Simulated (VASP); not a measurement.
Set up this calculation in VASP 6.6.1, as the native input.

```yaml
Task: single point
Functional: PBEsol
Potentials_or_basis: VASP PAW PBE potentials, release 64 (In_d, Se)
Cutoff: 520 eV
k_mesh: 7 × 7 × 7
Occupations: fermi-dirac, width 0.01 eV
Spin: no spin polarisation
Dipole_correction: no
Further_INCAR_settings: ALGO = Normal; EDIFF = 1e-06; NBANDS = 27
```

The structure of InSe lies in POSCAR:

```
InSe
1.0
    1.9999996503      1.1547003365      8.1503366000
   -1.9999996503      1.1547003365      8.1503366000
    0.0000000000     -2.3094006730      8.1503366000
In Se
2 2
Direct
    0.0000000000      0.0000000000      0.0000000000
    0.1122000000      0.1122000000      0.1122000000
    0.6155000000      0.6155000000      0.6155000000
    0.8300000000      0.8300000000      0.8300000000
```

This cell differs from its parent crystal: zz strain of -2 %.

The input as run:

INCAR

```
SYSTEM = InSe
PREC = Accurate ; ENCUT = 520
EDIFF = 1E-6 ; ISMEAR = -1
SIGMA = 0.01 ; LREAL = .False.
LASPH = .True. ; NELM = 80
ALGO = Normal ; ISIF = 2
LWAVE = .False. ; LCHARG = .False.
GGA = PS ; NBANDS = 27
```

KPOINTS

```
Automatic mesh
0
Gamma
  7 7 7
  0 0 0
```

Potentials or basis: VASP PAW PBE potentials, release 64 (In_d, Se).

Run with:

```sh
$ cat potpaw_PBE.64/In_d/POTCAR potpaw_PBE.64/Se/POTCAR > POTCAR
$ mpirun -np 1 vasp_std > vasp.out
```

It gave:

```json
{
  "Pressure": "1.4 GPa",
  "Largest force": "0.185 eV/Å",
  "Band gap on the k mesh": "0.64 eV, indirect (least direct gap 0.67 eV)"
}
```

Caveat: the cell differs from its parent crystal (zz strain of -2 %); the PAW data sets were made with another functional, which shifts forces and pressure a little; spin-orbit coupling is left out, which moves the levels of the heavy elements.

Wall time 6.2 min on 1 thread of Intel(R) Xeon(R) 6975P-C (Granite Rapids), with other jobs on the host, peak memory 0.58 GiB.
